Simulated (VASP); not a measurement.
Here is a VASP 6.6.1 calculation.

Contents of INCAR:

```
ALGO     = Normal         # electronic algorithm
EDIFF    = 1E-6           # SCF threshold, eV
ENCUT    = 500            # plane-wave cutoff, eV
GGA      = PE             # functional
GGA_COMPAT= False        
ISIF     = 2              # what is computed and relaxed
ISMEAR   = 0              # smearing method
LASPH    = True           # aspherical terms in the spheres
LCHARG   = False          # write CHGCAR
LREAL    = False          # projectors in reciprocal space
LWAVE    = False          # write WAVECAR
NBANDS   = 16             # bands
NELM     = 120            # most SCF steps
PREC     = Accurate       # precision mode
SIGMA    = 0.01           # smearing width, eV
```

The input KPOINTS:

```
k-points
0
Gamma
  6 6 6
```

POSCAR

```
ZnS
1.0
    0.0000000000      2.7287542152      2.7287542152
    2.7287542152      0.0000000000      2.7287542152
    2.7287542152      2.7287542152      0.0000000000
Zn S
1 1
Direct
    0.2500000000      0.2500000000      0.2500000000
    0.0000000000      0.0000000000      0.0000000000
```

Potentials or basis: VASP PAW PBE potentials, release 64 (Zn, S).

The run is started by

```sh
$ cat potpaw_PBE.64/Zn/POTCAR potpaw_PBE.64/S/POTCAR > POTCAR
$ mpirun -np 1 vasp_std > vasp.out
```

(1) Estimate the band gap on the k mesh.

(2) Estimate the pressure.

Answers

(1) 1.98 eV, direct.

(2) -0.4 GPa.

**Measured values to compare with.**

“Electronic, vibrational, and thermodynamic properties of ZnS (zincblende and rocksalt structure)”, 2009, arxiv:0911.5022 quotes, for a bulk crystal of ZnS at 19 K: band gap 3.85 eV (direct).

Measured gap of ZnS: 3.85 eV (direct; 19 K; quoted in “Electronic, vibrational, and thermodynamic properties of ZnS (zincblende and rocksalt structure)”, 2009, arxiv:0911.5022). This calculation gives 1.98 eV (-1.87 eV). The value is that of PBE, without temperature or zero-point motion. Semilocal functionals fall short of measured gaps as a rule.
